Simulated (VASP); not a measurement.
Runs of VASP 6.6.1 on PbS. The structure is that of space group Fm-3m (No. 225), or close to it. The cells are those of the table. 

| cell | gap on the mesh (eV) | pressure (GPa) |
| --- | --- | --- |
| a = 4.099, b = 4.099, c = 4.130 Å, angles 59.7, 59.7, 60.5°, 2 atoms | 0.11 | 6.5 |
| a = 4.163, b = 4.163, c = 4.067 Å, angles 60.8, 60.8, 58.5°, 2 atoms | (b) | 5.7 |
| a = 4.130 Å, angles 60.0°, 2 atoms | 0.18 | 5.3 |
| a = 4.256 Å, angles 60.0°, 2 atoms | 0.52 | -0.3 |
| a = 4.195, b = 4.195, c = 4.067 Å, angles 61.0, 61.0, 58.0°, 2 atoms | 0.14 | 4.9 |
| a = 4.194, b = 4.194, c = 4.130 Å, angles 60.5, 60.5, 59.0°, 2 atoms | (a) | 3.3 |
| a = 4.162, b = 4.162, c = 4.193 Å, angles 59.8, 59.8, 60.5°, 2 atoms | 0.30 | 3.2 |
| a = 4.162, b = 4.162, c = 4.130 Å, angles 60.3, 60.3, 59.5°, 2 atoms | 0.24 | 4.3 |
| a = 4.319 Å, angles 60.0°, 2 atoms | 0.65 | -2.4 |
| a = 4.067 Å, angles 60.0°, 2 atoms | 0.02 | 9.0 |
| a = 4.099, b = 4.099, c = 4.067 Å, angles 60.3, 60.3, 59.5°, 2 atoms | 0.04 | (c) |

Alike in all rows: task single point; level PBE; potentials or basis VASP PAW PBE potentials, release 64 (Pb_d, S); no spin polarisation; k mesh 10 × 10 × 10; cutoff (eV) 520; smearing gaussian 0.03 eV.

Task: Fill in the values left out.

Result: (a) 0.28; (b) 0.12; (c) 7.8.

Caveats: spin-orbit coupling is left out, which moves the levels of the heavy elements; the cell stands under pressure (at least some runs).

A k mesh can miss the band edges, and the runs leave out spin-orbit coupling on Pb.
